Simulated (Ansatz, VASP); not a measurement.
# Sn in VASP and in Ansatz

INCAR

```
SYSTEM = Sn
PREC     = Accurate       ! precision mode
ENCUT    = 520            ! plane-wave cutoff, eV
EDIFF    = 1E-7           ! SCF threshold, eV
ISMEAR   = 0              ! smearing method
SIGMA    = 0.15           ! smearing width, eV
LREAL    = .FALSE.        ! projectors in reciprocal space
LASPH    = .TRUE.         ! aspherical terms in the spheres
NELM     = 60             ! most SCF steps
ALGO     = Fast           ! electronic algorithm
ISIF     = 2              ! what is computed and relaxed
LWAVE    = .FALSE.        ! write WAVECAR
LCHARG   = .FALSE.        ! write CHGCAR
GGA      = PS             ! functional
NBANDS   = 13             ! bands
```

KPOINTS

```
Automatic mesh
0
G
  22 22 22
  0 0 0
```

File POSCAR:

```
Sn
1.0
   -1.8723950223      1.8723950223      1.7787752712
    1.8723950223     -1.8723950223      1.7787752712
    1.8723950223      1.8723950223     -1.7787752712
Sn
1
Direct
    0.0000000000      0.0000000000      0.0000000000
```

Input for Ansatz:

```yaml
crystal:
  lattice:
    - [-1.8723950223, 1.8723950223, 1.7787752712]
    - [1.8723950223, -1.8723950223, 1.7787752712]
    - [1.8723950223, 1.8723950223, -1.7787752712]
  atoms:
    - { symbol: Sn, position: [0.0, 0.0, 0.0] }
basis:
  ecutwfc: 420
kpoints:
  mp_grid: { grid: [22, 22, 22] }
hamiltonian:
  xc: pbesol
scf:
  occupations: { method: gaussian, width: 0.15 }
output:
  forces: true
  stress: true
  eigenvalues: true
```

Change from the starting cell: strain +0.000 along x and y, -0.050 along z, atoms carried along.

Alike in both runs: task single point; functional PBEsol; k mesh 22 × 22 × 22; occupations gaussian, width 0.15 eV; no spin polarisation.

|  | VASP | Ansatz |
| --- | --- | --- |
| version | VASP 6.6.1 | Ansatz 0.2.0 |
| potentials or method | VASP PAW PBE potentials, release 64 (Sn_d), cutoff 520 eV | scalar-relativistic, plane waves, PAW |
| valence electrons in the cell | 14 | 14 |

|  | VASP | Ansatz | Ansatz less VASP |
| --- | --- | --- | --- |
| gap on the k mesh at the Fermi level (eV) | none | none | - |
| pressure (GPa) | 2.9 | 2.9 | +0.03 |
| traceless stress, the component that is largest in VASP (GPa) | -0.64 | -0.64 | +0.002 |

VASP's potentials were made for PBE, not for PBEsol. A gap of «none» marks a metal or a gap that the smearing closes.
